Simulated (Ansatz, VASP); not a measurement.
**LiF in VASP and in Ansatz**

POSCAR

```
LiF
1.0
    3.1414800727      0.0000000000      0.0000000000
   -1.5707400364      2.7206015485      0.0000000000
    0.0000000000      0.0000000000      4.8790857264
Li F
2 2
Direct
    0.3333333333      0.6666666667      0.3824388605
    0.6666666667      0.3333333333      0.8824388605
    0.3333333333      0.6666666667      0.9925591395
    0.6666666667      0.3333333333      0.4925591395
```

File INCAR.step1:

```
PREC     = Accurate       # precision mode
ENCUT    = 520            # plane-wave cutoff, eV
ISMEAR   = 0              # smearing method
SIGMA    = 0.01           # smearing width, eV
LREAL    = False          # projectors in reciprocal space
LASPH    = True           # aspherical terms in the spheres
NELM     = 100            # most SCF steps
NBANDS   = 18             # bands
GGA      = PE             # functional
ALGO     = Normal         # electronic algorithm
EDIFF    = 1E-4           # SCF threshold, eV
LWAVE    = True           # write WAVECAR
LCHARG   = False          # write CHGCAR
```

INCAR.step2

```
PREC     = Accurate       # precision mode
ENCUT    = 520            # plane-wave cutoff, eV
EDIFF    = 1E-6           # SCF threshold, eV
ISMEAR   = 0              # smearing method
SIGMA    = 0.01           # smearing width, eV
LREAL    = False          # projectors in reciprocal space
LASPH    = True           # aspherical terms in the spheres
NELM     = 100            # most SCF steps
ALGO     = Normal         # electronic algorithm
ISIF     = 2              # what is computed and relaxed
LWAVE    = False          # write WAVECAR
LCHARG   = True           # write CHGCAR
METAGGA  = R2SCAN         # meta-GGA
LMIXTAU  = True         
LELF     = True           # ELF
LVHAR    = True         
NBANDS   = 18             # bands
ISTART   = 1
```

KPOINTS

```
regular mesh
0
Gamma
  9 9 4
```

Input for Ansatz:

```yaml
crystal:
  lattice:
    - [3.1414800727, 0.0, 0.0]
    - [-1.5707400364, 2.7206015485, 0.0]
    - [0.0, 0.0, 4.8790857264]
  atoms:
    - { symbol: Li, position: [0.3333333333, 0.6666666667, 0.3824388605] }
    - { symbol: Li, position: [0.6666666667, 0.3333333333, 0.8824388605] }
    - { symbol: F, position: [0.3333333333, 0.6666666667, 0.9925591395] }
    - { symbol: F, position: [0.6666666667, 0.3333333333, 0.4925591395] }
kpoints:
  mp_grid: { grid: [9, 9, 4] }
hamiltonian:
  xc: r2scan
scf:
  occupations: { method: fixed }
  n_extra_bands: 5
output:
  forces: true
  stress: true
  eigenvalues: true
```

Alike in both runs: task single point; functional r2SCAN; k mesh 9 × 9 × 4; no spin polarisation.

|  | VASP | Ansatz |
| --- | --- | --- |
| version | VASP 6.6.1 | Ansatz 0.2.0 |
| potentials or method | VASP PAW PBE potentials, release 64 (Li_sv, F) | plane waves, PAW |
| plane-wave cutoff (eV) | 520 | 500 |
| occupations | gaussian, width 0.01 eV | fixed |
| valence electrons in the cell | 20 | 20 |

|  | VASP | Ansatz | Ansatz less VASP |
| --- | --- | --- | --- |
| gap on the k mesh at the Fermi level (eV) | 8.36 | 8.27 | -0.098 |
| rms of the force components (eV/Å) | 0.005 | 0.007 | +0.0013 |

VASP's potentials were made for PBE, not for r2SCAN. Atom by atom the forces differ by 0.012 eV/Å (rms over components).

Noted on VASP's run: the cutoff is short for stress, so the pressure is rough.
